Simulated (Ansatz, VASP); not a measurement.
Given: the input of a run of VASP 6.6.1 on TaN.

Contents of INCAR:

```
SYSTEM = TaN
PREC = Accurate
ENCUT = 600
EDIFF = 1E-6
ISMEAR = -1
SIGMA = 0.05
LREAL = .False.
LASPH = .True.
NELM = 120
ALGO = Normal
ISIF = 2
LWAVE = .False.
LCHARG = .True.
GGA = PS
IVDW = 12
LELF = .True.
LVHAR = .True.
NBANDS = 15
GGA_COMPAT = .False.
```

The input KPOINTS:

```
Automatic mesh
0
Gamma
  10 10 10
  0 0 0
```

POSCAR

```
TaN
1.0
    0.0000000000      2.2113230000      2.2113230000
    2.2113230000      0.0000000000      2.2113230000
    2.2113230000      2.2113230000      0.0000000000
Ta N
1 1
Direct
    0.5000000000      0.5000000000      0.5000000000
    0.0000000000      0.0000000000      0.0000000000
```

Potentials or basis: VASP PAW PBE potentials, release 64 (Ta_pv, N).

The run is started by

```sh
$ cat potpaw_PBE.64/Ta_pv/POTCAR potpaw_PBE.64/N/POTCAR > POTCAR
$ mpirun -np 1 vasp_std > vasp.out
```

Task: Set up the same calculation for Ansatz 0.2.0. Potentials there: Ansatz PAW.

Result: As run (the cutoff follows the program's own potentials):

Contents of input.yaml:

```yaml
crystal:
  lattice:
    - [0.0, 2.211323, 2.211323]
    - [2.211323, 0.0, 2.211323]
    - [2.211323, 2.211323, 0.0]
  atoms:
    - { symbol: Ta, position: [0.5, 0.5, 0.5] }
    - { symbol: "N", position: [0.0, 0.0, 0.0] }
hamiltonian:
  xc: pbesol
  pseudopotentials: { kind: paw }
  dispersion: d3bj
kpoints:
  mp_grid: { grid: [10, 10, 10] }
scf:
  occupations: { method: fermi_dirac, width: 0.05 }
output:
  forces: true
  stress: true
  eigenvalues: true
```

Potentials or basis: Ansatz PAW.

Command:

```sh
$ ansatz run input.yaml --threads 2 --pin off --max-ram 5120MiB --backend cpu --events-out ev --progress --plain --runs-dir out
```

Both were run:

|  | VASP | Ansatz | Ansatz less VASP |
| --- | --- | --- | --- |
| gap on the k mesh at the Fermi level (eV) | none | none | - |
| pressure (GPa) | -16.9 | -17.6 | -0.73 |

VASP's potentials were made for PBE, not for PBEsol. A gap of «none» marks a metal or a gap that the smearing closes. VASP's potentials hold 16 valence electrons a cell and Ansatz's 18, so a difference there can come from the potentials and not from the codes.

Spin-orbit coupling is off throughout.
